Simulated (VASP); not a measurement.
H11C2NO4, 18 atoms in the cell. The cell holds a disordered packing, 18 atoms: a = 6.106 Å, b = 6.106 Å, c = 6.106 Å, α = 90.00°, β = 90.00°, γ = 90.00°. 

| Property | Result |
| --- | --- |
| Program | VASP 6.6.1 |
| Task | single point |
| Functional | PBE |
| Dispersion | D3(BJ) |
| Potentials or basis | VASP PAW PBE potentials, release 64 (O, H, C, N) |
| Cutoff | 520 eV |
| k mesh | 1 × 1 × 1 |
| Occupations | fermi-dirac, width 0.05 eV |
| Spin | no spin polarisation |
| Dipole correction | no |
| Further INCAR settings | LREAL = Auto; ALGO = Normal; EDIFF = 1e-07; NBANDS = 39 |

Potentials or basis: VASP PAW PBE potentials, release 64 (O, H, C, N).

Command:

```console
$ cat potpaw_PBE.64/O/POTCAR potpaw_PBE.64/H/POTCAR potpaw_PBE.64/C/POTCAR potpaw_PBE.64/N/POTCAR > POTCAR
$ mpirun -np 1 vasp_gam > vasp.out
```

Hardware: 1 thread of Intel Xeon 8259CL, with other jobs on the host.

Task: How long does it take, and how much memory?

Result: It took 40 s on 1 thread of Intel Xeon 8259CL (shared host), peak memory 0.32 GiB. Counts: scf iterations 17, k points 1.
